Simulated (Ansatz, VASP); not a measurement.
# Ta2C: VASP beside Ansatz

The input POSCAR:

```
Ta2C
1.0
    3.1059007354      0.0000000000      0.0000000000
   -1.5529503677      2.6897889385      0.0000000000
    0.0000000000      0.0000000000      4.9464000000
Ta C
2 1
Direct
    0.3333333333      0.6666666667      0.2520100000
    0.6666666667      0.3333333333      0.7479900000
    0.0000000000      0.0000000000      0.0000000000
```

File INCAR.step1:

```
PREC = Accurate
ENCUT = 520
ISMEAR = 0
SIGMA = 0.1
LREAL = F
LASPH = T
NELM = 100
NBANDS = 20
GGA = PE
ALGO = Normal
EDIFF = 1E-4
LWAVE = T
LCHARG = F
```

Contents of INCAR.step2:

```
PREC = Accurate
ENCUT = 520
EDIFF = 1E-6
ISMEAR = 0
SIGMA = 0.1
LREAL = F
LASPH = T
NELM = 100
ALGO = Normal
ISIF = 2
LWAVE = F
LCHARG = T
METAGGA = R2SCAN
LMIXTAU = T
LELF = T
LVHAR = T
NBANDS = 20
ISTART = 1
```

File KPOINTS:

```
Automatic mesh
0
Gamma
  12 12 8
```

Input for Ansatz:

```yaml
crystal:
  lattice:
    - [3.1059007354, 0.0, 0.0]
    - [-1.5529503677, 2.6897889385, 0.0]
    - [0.0, 0.0, 4.9464]
  atoms:
    - { symbol: Ta, position: [0.3333333333, 0.6666666667, 0.25201] }
    - { symbol: Ta, position: [0.6666666667, 0.3333333333, 0.74799] }
    - { symbol: C, position: [0.0, 0.0, 0.0] }
basis:
  ecutwfc: 500
kpoints:
  mp_grid: { grid: [12, 12, 8] }
hamiltonian:
  xc: r2scan
scf:
  occupations: { method: gaussian, width: 0.1 }
output:
  forces: true
  stress: true
  eigenvalues: true
```

Alike in both runs: task single point; functional r2SCAN; k mesh 12 × 12 × 8; occupations gaussian, width 0.1 eV; no spin polarisation.

```csv
,VASP,Ansatz
version,VASP 6.6.1,Ansatz 0.2.0
potentials or method,"VASP PAW PBE potentials, release 64 (Ta_pv, C), cutoff 520 eV","scalar-relativistic, plane waves, PAW"
valence electrons in the cell,26,30
```

|  | VASP | Ansatz | Ansatz less VASP |
| --- | --- | --- | --- |
| gap on the k mesh at the Fermi level (eV) | none | none | - |
| pressure (GPa) | 1.9 | 1.0 | -0.87 |
| traceless stress, the component that is largest in VASP (GPa) | -0.51 | -0.47 | +0.037 |
| rms of the force components (eV/Å) | 0.112 | 0.091 | -0.0216 |

VASP's potentials were made for PBE, not for r2SCAN. Atom by atom the forces differ by 0.022 eV/Å (rms over components). A gap of «none» marks a metal or a gap that the smearing closes. VASP's potentials hold 26 valence electrons a cell and Ansatz's 30, so a difference there can come from the potentials and not from the codes.

Neither program's run includes spin-orbit coupling.
